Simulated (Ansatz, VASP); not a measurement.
Al9H: VASP beside Ansatz

```
CELL_PARAMETERS angstrom
2.85432 0.00000 0.00000
-1.42716 9.70333 0.00000
0.00000 0.00000 21.79027
ATOMIC_POSITIONS crystal
Al 0.53245 0.06490 0.18357
Al 0.67097 0.34194 0.22928
Al 0.29867 0.59735 0.23842
Al 0.92638 0.85275 0.24756
Al 0.06397 0.12774 0.29371
Al 0.19959 0.40427 0.34526
Al 0.82885 0.65971 0.35245
Al 0.45264 0.91113 0.36076
Al 0.59252 0.18146 0.40340
H 0.96752 0.55646 0.49840
```

Alike in both runs: task single point; functional PBE; k mesh 9 × 3 × 1; occupations gaussian, width 0.1 eV; no spin polarisation.

|  | VASP | Ansatz |
| --- | --- | --- |
| version | VASP 6.6.1 | Ansatz 0.2.0 |
| potentials or method | VASP PAW PBE potentials, release 64 (Al, H), cutoff 520 eV | scalar-relativistic, plane waves, PAW |
| valence electrons in the cell | 28 | 28 |

```tsv
	VASP	Ansatz	Ansatz less VASP
gap on the k mesh at the Fermi level (eV)	none	none	-
rms of the force components (eV/Å)	0.128	0.128	+0.0003
```

Atom by atom the forces differ by 0.001 eV/Å (rms over components). A gap of «none» marks a metal or a gap that the smearing closes.
